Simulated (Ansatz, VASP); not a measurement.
# One calculation of Ag, two programs

INCAR

```
PREC = Accurate ; ENCUT = 400
EDIFF = 1E-8 ; ISMEAR = -1
SIGMA = 0.05 ; LREAL = F
LASPH = T ; NELM = 120
ALGO = Normal ; ISIF = 2
LWAVE = F ; LCHARG = F
GGA = PE ; LEFG = T
NBANDS = 12 ; GGA_COMPAT = F
```

Contents of KPOINTS:

```
regular mesh
0
Gamma
  15 15 15
```

File POSCAR:

```
Ag
1.0
    0.0000000000      2.0022380000      2.0431000000
    2.0022380000      0.0000000000      2.0431000000
    2.0022380000      2.0022380000      0.0000000000
Ag
1
Direct
    0.0000000000      0.0000000000      0.0000000000
```

Input for Ansatz:

```yaml
crystal:
  lattice:
    - [0.0, 2.002238, 2.0431]
    - [2.002238, 0.0, 2.0431]
    - [2.002238, 2.002238, 0.0]
  atoms:
    - { symbol: Ag, position: [0.0, 0.0, 0.0] }
kpoints:
  mp_grid: { grid: [15, 15, 15] }
scf:
  occupations: { method: fermi_dirac, width: 0.05 }
hamiltonian:
  xc: pbe
  pseudopotentials: { kind: paw }
output:
  forces: true
  stress: true
  eigenvalues: true
  efg: { contact_densities: true }
  write_density: true
  write_potential: true
  elf: true
  volumetric_format: npy
```

Change from the starting cell: equal xx and yy strain of -2 %, PAW files.

Alike in both runs: task electric field gradients; functional PBE; k mesh 15 × 15 × 15; occupations fermi-dirac, width 0.05 eV; no spin polarisation.

|  | VASP | Ansatz |
| --- | --- | --- |
| version | VASP 6.6.1 | Ansatz 0.2.0 |
| potentials or method | VASP PAW PBE potentials, release 64 (Ag) | PAW with Ansatz's default frozen-core files, scalar-relativistic |
| plane-wave cutoff (eV) | 400 | 420 |
| valence electrons in the cell | 11 | 19 |

Ansatz gave:

* pressure (GPa): 9.9
* traceless stress, the component that is largest in VASP (GPa): -0.44
* size of Vzz on the site where it differs most (V/Å²): 0.4

Question: Which values does VASP return?

Answer: Pressure (GPa): 9.3; traceless stress, the component that is largest in VASP (GPa): -0.41; size of Vzz on the site where it differs most (V/Å²): 0.2.

The functional is the same, so the differences come from potentials, cutoffs and numerics. VASP's potentials hold 11 valence electrons a cell and Ansatz's 19, so a difference there can come from the potentials and not from the codes.
